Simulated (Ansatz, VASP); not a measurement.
Given: the input of a run of Ansatz 0.2.0 on GaN.

File input.yaml:

```yaml
crystal:
  lattice:
    - [3.1150838257, 0.0, 0.0]
    - [-1.5575419129, 2.697741728, 0.0]
    - [0.0, 0.0, 5.0605418376]
  atoms:
    - { symbol: Ga, position: [0.6666666667, 0.3333333333, 0.5] }
    - { symbol: Ga, position: [0.3333333333, 0.6666666667, 0.0] }
    - { symbol: "N", position: [0.6666666667, 0.3333333333, 0.875] }
    - { symbol: "N", position: [0.3333333333, 0.6666666667, 0.375] }
hamiltonian:
  xc: r2scan
  pseudopotentials: { kind: paw }
  dispersion: d3bj
kpoints:
  mp_grid: { grid: [10, 10, 5] }
scf:
  occupations: { method: fermi_dirac, width: 0.05 }
output:
  forces: true
  stress: true
  eigenvalues: true
```

Potentials or basis: Ansatz PAW.

Launch:

```sh
$ ansatz run input.yaml --threads 2 --pin off --max-ram 5120MiB --backend cpu --events-out ev --progress --plain --runs-dir out
```

**Question.** Set up the same calculation for VASP 6.6.1. Potentials there: VASP PAW PBE potentials, release 64 (Ga_d, N_h).

**Answer.** As run (the cutoff follows the program's own potentials):

POSCAR

```
GaN
1.0
    3.1150838257      0.0000000000      0.0000000000
   -1.5575419129      2.6977417280      0.0000000000
    0.0000000000      0.0000000000      5.0605418376
Ga N
2 2
Direct
    0.6666666667      0.3333333333      0.5000000000
    0.3333333333      0.6666666667      0.0000000000
    0.6666666667      0.3333333333      0.8750000000
    0.3333333333      0.6666666667      0.3750000000
```

File INCAR.step1:

```
PREC = Accurate ; ENCUT = 1460
ISMEAR = -1 ; SIGMA = 0.05
LREAL = False ; LASPH = True
NELM = 120 ; NBANDS = 26
GGA = PE ; ALGO = Normal
EDIFF = 1E-5 ; LWAVE = True
LCHARG = False ; GGA_COMPAT = False
```

Contents of INCAR.step2:

```
PREC = Accurate ; ENCUT = 1460
EDIFF = 1E-6 ; ISMEAR = -1
SIGMA = 0.05 ; LREAL = False
LASPH = True ; NELM = 120
ALGO = Normal ; ISIF = 2
LWAVE = False ; LCHARG = False
METAGGA = R2SCAN ; LMIXTAU = True
IVDW = 12 ; VDW_S6 = 1.0
VDW_S8 = 0.78981345 ; VDW_A1 = 0.49484001
VDW_A2 = 5.73083694 ; NBANDS = 26
ISTART = 1 ; GGA_COMPAT = False
```

The input KPOINTS:

```
Automatic mesh
0
Gamma
  10 10 5
```

Potentials or basis: VASP PAW PBE potentials, release 64 (Ga_d, N_h).

Launch:

```bash
$ cat potpaw_PBE.64/Ga_d/POTCAR potpaw_PBE.64/N_h/POTCAR > POTCAR
$ cp INCAR.step1 INCAR
$ mpirun -np 1 vasp_std > vasp.out
$ cp INCAR.step2 INCAR
$ mpirun -np 1 vasp_std > vasp.out
```

Both were run:

|  | VASP | Ansatz | Ansatz less VASP |
| --- | --- | --- | --- |
| gap on the k mesh at the Fermi level (eV) | 2.81 | 2.82 | +0.011 |
| least direct gap on the mesh (eV) | 2.81 | 2.82 | +0.011 |
| pressure (GPa) | 14.6 | 13.3 | -1.25 |
| traceless stress, the component that is largest in VASP (GPa) | 1.78 | 1.76 | -0.019 |
| rms of the force components (eV/Å) | 0.094 | 0.093 | -0.0015 |

VASP's potentials were made for PBE, not for r2SCAN. Atom by atom the forces differ by 0.002 eV/Å (rms over components).

Noted on Ansatz's run: odd divisions of the mesh miss points on the zone boundary, where band edges often lie, so the gap on the mesh can be too wide.
